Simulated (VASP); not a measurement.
Lu2NF3: relaxation of cell and atoms with PBE

Lu2NF3:

```
Lu N F
1.0
     3.90138    0.00000    0.00000
     0.00000    3.90138    0.00000
     0.00000    0.00000    5.55218
Lu N F
2 1 3
Direct
  0.00000 0.50000 0.80239
  0.50000 0.00000 0.19761
  0.00000 0.00000 0.00000
  0.50000 0.50000 0.00000
  0.00000 0.50000 0.41728
  0.50000 0.00000 0.58272
```

The cell was generated, and may not be a known phase.

```
Program                : VASP 6.6.1
Task                   : relaxation of cell and atoms
Functional             : PBE
Potentials or basis    : VASP PAW PBE potentials, release 64 (Lu, N, F)
Cutoff                 : 600 eV
k mesh                 : 4 × 4 × 4
Occupations            : gaussian, width 0.1 eV
Spin                   : no spin polarisation
Dipole correction      : no
Further INCAR settings : ALGO = Normal; EDIFF = 1e-07; IBRION = 2; EDIFFG = -0.04; NSW = 90; ISIF = 3
```

```yaml
Relaxed_volume: 14.17 Å³/atom
Relaxed_cell: a = 3.908 Å, b = 3.908 Å, c = 5.568 Å, α = 90.00°, β = 90.00°, γ = 90.00°
Space_group_after_relaxing_to_0.1_Å: P-4m2 (No. 115)
Energy_gained_by_relaxing: 0.3 meV/atom
Ionic_steps: 3
Pressure_after_relaxing: -0.1 GPa
Largest_force_after_relaxing: 0.027 eV/Å
Band_gap_on_the_k_mesh: 1.52 eV (least direct gap 2.62 eV)
```

Forces in eV/Å, atoms in the order of the input:
```
Lu   0.000  0.000 -0.020
Lu   0.000  0.000  0.020
N    0.000  0.000  0.000
F    0.000  0.000  0.000
F    0.000  0.000 -0.027
F    0.000  0.000  0.027
```

Step by step:
```csv
step,energy change (eV),largest force (eV/Å),pressure (GPa),volume (Å³)
1,0.0000,0.1092,0.78,84.51
2,-0.0010,0.0248,-0.59,85.35
3,-0.0018,0.0268,-0.10,85.02
```

Final structure:
```
CELL_PARAMETERS angstrom
3.90756 0.00000 0.00000
0.00000 3.90756 0.00000
0.00000 0.00000 5.56823
ATOMIC_POSITIONS crystal
Lu 0.00000 0.50000 0.80233
Lu 0.50000 0.00000 0.19767
N 0.00000 0.00000 0.00000
F 0.50000 0.50000 0.00000
F 0.00000 0.50000 0.41670
F 0.50000 0.00000 0.58330
```

Levels at points of the mesh, in eV from the valence-band top:
```tsv
k point	band 34	band 35	band 36	band 37	band 38	band 39	band 40	band 41	band 42	band 43
(0.00, 0.00, 0.00)	-3.94	-3.91	-2.28	-1.11	-1.11	1.52	3.73	4.45	4.52	5.72
(0.50, 0.00, 0.00)	-3.95	-3.88	-1.83	-1.69	-1.21	3.46	3.93	4.11	4.55	5.33
(0.50, 0.50, 0.00)	-3.97	-3.86	-1.65	-1.65	0.00	4.05	4.05	4.11	4.48	5.01
(0.00, 0.00, 0.50)	-3.92	-3.92	-2.34	-1.00	-1.00	3.17	3.20	3.89	5.45	5.67
(0.50, 0.00, 0.50)	-3.98	-3.95	-1.59	-1.40	-1.14	3.76	4.27	4.33	4.61	5.22
(0.50, 0.50, 0.50)	-4.00	-3.86	-1.36	-1.36	-0.03	4.06	4.10	4.10	4.65	5.00
```

It took 4.4 min on 1 thread of Oxide Virtual Turin-like Processor (shared host), peak memory 0.23 GiB.

Caveat: spin-orbit coupling is left out, which moves the levels of the heavy elements. A k mesh can miss the band edges.
